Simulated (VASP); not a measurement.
Here is a VASP 6.6.1 calculation.

The input POSCAR:

```
LaAgS2
1.0
    2.1258865844      1.2273811918      5.8341794157
   -2.1258865844      1.2273811918      5.8341794157
    0.0000000000     -2.4547623836      5.8341794157
Ag La S
1 1 2
Direct
    1.0000000000      0.0000000000      0.0000000000
    0.5000000000      0.5000000000      0.5000000000
    0.2525414147      0.2525414147      0.2525414147
    0.7474585853      0.7474585853      0.7474585853
```

The input INCAR.step1:

```
SYSTEM = LaAgS2
ALGO = Normal
EDIFF = 1E-4
ENCUT = 520
GGA = PE
ISMEAR = -1
LASPH = .TRUE.
LCHARG = .FALSE.
LREAL = .FALSE.
LWAVE = .TRUE.
NBANDS = 25
NELM = 80
PREC = Accurate
SIGMA = 0.03
```

Contents of INCAR.step2:

```
SYSTEM = LaAgS2
ALGO = Normal
BPARAM = 11.95
CPARAM = 0.0093
EDIFF = 1E-7
ENCUT = 520
ISIF = 2
ISMEAR = -1
ISTART = 1
IVDW_NL = 2
LASPH = .TRUE.
LCHARG = .FALSE.
LMIXTAU = .TRUE.
LREAL = .FALSE.
LUSE_VDW = .TRUE.
LWAVE = .FALSE.
METAGGA = R2SCAN
NBANDS = 25
NELM = 80
PREC = Accurate
SIGMA = 0.03
```

KPOINTS

```
k-points
0
G
  6 6 6
  0 0 0
```

Potentials or basis: VASP PAW PBE potentials, release 64 (Ag, La, S).

Command:

```console
$ cat potpaw_PBE.64/Ag/POTCAR potpaw_PBE.64/La/POTCAR potpaw_PBE.64/S/POTCAR > POTCAR
$ cp INCAR.step1 INCAR
$ mpirun -np 1 vasp_std > vasp.out
$ cp INCAR.step2 INCAR
$ mpirun -np 1 vasp_std > vasp.out
```

Task: What does it give for the band gap on the k mesh?

Result: 2.63 eV.

Task: Predict the pressure.

Result: 0.0 GPa.

Forces in eV/Å, atoms in the order of the input:
```
Ag   0.000  0.000  0.000
La   0.000  0.000  0.000
S    0.000  0.000 -0.003
S    0.000  0.000  0.003
```

Caveat: the PAW data sets were made with another functional, which shifts forces and pressure a little; spin-orbit coupling is left out, which moves the levels of the heavy elements. A k mesh can miss the band edges.
